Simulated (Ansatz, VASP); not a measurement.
## AgI2: VASP beside Ansatz

INCAR

```
PREC = Accurate
ENCUT = 520
EDIFF = 1E-7
ISMEAR = 0
SIGMA = 0.15
LREAL = F
LASPH = T
NELM = 100
ALGO = Normal
ISIF = 2
LWAVE = F
LCHARG = F
GGA = PS
NBANDS = 20
```

Contents of KPOINTS:

```
regular mesh
0
Gamma
  14 14 10
```

Contents of POSCAR:

```
AgI2
1.0
    4.0626997374      0.0000000000      0.0000000000
    0.0000000000      4.0626997374      0.0000000000
    0.0000000000      0.0000000000      6.1833107441
Ag I
1 2
Direct
    0.0000000000      0.0000000000      0.5000000000
    0.5000000000      0.0000000000      0.7910272650
    0.0000000000      0.5000000000      0.2089727350
```

Input for Ansatz:

```yaml
crystal:
  lattice:
    - [4.0626997374, 0.0, 0.0]
    - [0.0, 4.0626997374, 0.0]
    - [0.0, 0.0, 6.1833107441]
  atoms:
    - { symbol: Ag, position: [0.0, 0.0, 0.5] }
    - { symbol: I, position: [0.5, 0.0, 0.791027265] }
    - { symbol: I, position: [0.0, 0.5, 0.208972735] }
basis:
  ecutwfc: 420
kpoints:
  mp_grid: { grid: [14, 14, 10] }
hamiltonian:
  xc: pbesol
scf:
  occupations: { method: gaussian, width: 0.15 }
output:
  forces: true
  stress: true
  eigenvalues: true
```

Alike in both runs: task single point; functional PBEsol; k mesh 14 × 14 × 10; occupations gaussian, width 0.15 eV; no spin polarisation.

|  | VASP | Ansatz |
| --- | --- | --- |
| version | VASP 6.6.1 | Ansatz 0.2.0 |
| potentials or method | VASP PAW PBE potentials, release 64 (Ag, I), cutoff 520 eV | scalar-relativistic, plane waves, PAW |
| valence electrons in the cell | 25 | 53 |

```csv
,VASP,Ansatz,Ansatz less VASP
gap on the k mesh at the Fermi level (eV),none,none,-
pressure (GPa),0.0,0.0,+0.04
rms of the force components (eV/Å),0.004,0.001,-0.0024
```

VASP's potentials were made for PBE, not for PBEsol. Atom by atom the forces differ by 0.002 eV/Å (rms over components). A gap of «none» marks a metal or a gap that the smearing closes. VASP's potentials hold 25 valence electrons a cell and Ansatz's 53, so a difference there can come from the potentials and not from the codes.

Spin-orbit coupling is off throughout.
